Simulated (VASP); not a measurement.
Runs of VASP 6.6.1 on MnAs. The structure is that of space group F-43m (No. 216), or close to it. The cells are those of the table. 

```csv
level,spin,cell,smearing,gap on the mesh (eV),pressure (GPa),moment (μB)
PBE,"collinear, ferromagnetic start","a = 3.464 Å, angles 60.0°, 2 atoms",gaussian 0.05 eV,none,47.0,(b)
PBE,off,"a = 4.002 Å, angles 60.0°, 2 atoms",gaussian 0.05 eV,none,-13.1,-
PBE,"collinear, ferromagnetic start","a = 3.975 Å, angles 60.0°, 2 atoms",gaussian 0.05 eV,none,1.1,(c)
PBE,"collinear, ferromagnetic start","a = 3.948 Å, angles 60.0°, 2 atoms",gaussian 0.05 eV,none,2.1,3.57
PBE,"collinear, ferromagnetic start","a = 3.927 Å, angles 60.0°, 2 atoms",gaussian 0.05 eV,none,2.7,3.48
PBEsol,"collinear, ferromagnetic start","a = 4.002 Å, angles 60.0°, 2 atoms",methfessel-paxton 0.025 eV,none,(a),3.69
PBE,"collinear, ferromagnetic start","a = 4.002 Å, angles 60.0°, 2 atoms",gaussian 0.05 eV,none,-13.0,0.00
```

Alike in all rows: task single point; potentials or basis VASP PAW PBE potentials, release 64 (Mn_pv, As); k mesh 12 × 12 × 12; cutoff (eV) 520.

Q: Fill in the values left out.

A: (a) -3.2; (b) 1.14; (c) 3.65.

Caveats: a cell with one magnetic atom can't hold antiferromagnetic order, which such compounds often take (some runs); the PAW data sets were made with another functional, which shifts forces and pressure a little (some runs).

A k mesh can miss the band edges, and the runs leave out spin-orbit coupling on As.

A gap of «none» marks levels without a gap at the run's occupations.
